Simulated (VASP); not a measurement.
The system is Al2Cu.

```
Al Cu
1.0
     2.84968    0.00000    0.00000
     0.00000    2.84968    0.00000
     0.00000    0.00000    5.82447
Al Cu
2 1
Cartesian
  1.4248 1.4248 1.6489
  1.4248 1.4248 4.1755
  0.0000 0.0000 0.0000
```

```yaml
Program: VASP 6.6.1
Task: relaxation of cell and atoms
Functional: PBE
Potentials_or_basis: VASP PAW PBE potentials, release 64 (Al, Cu)
Cutoff: 600 eV
k_mesh: 14 × 14 × 8
Occupations: gaussian, width 0.1 eV
Spin: no spin polarisation
```

At the start: pressure -0.2 GPa; volume 15.77 Å³/atom.

Q: How do energy, volume and symmetry change on relaxing?

A: Over 7 steps the energy falls by 5.7 meV/atom; space group P4/mmm (No. 123, to 0.05 Å).

The path:
```tsv
step	energy change (eV)	largest force (eV/Å)	pressure (GPa)	volume (Å³)
1	0.0000	0.5104	-0.17	47.30
2	-0.0156	0.0671	0.10	47.18
3	-0.0156	0.0476	0.07	47.18
4	-0.0166	0.0271	0.11	47.22
5	-0.0170	0.0014	0.16	47.27
6	-0.0170	0.0020	-0.13	47.41
7	-0.0170	0.0002	-0.01	47.32
```

Final structure:
```
Al Cu
1.0
     2.84872    0.00000    0.00000
     0.00000    2.84872    0.00000
     0.00000    0.00000    5.83076
Al Cu
2 1
Direct
  0.50000 0.50000 0.27737
  0.50000 0.50000 0.72263
  0.00000 0.00000 0.00000
```
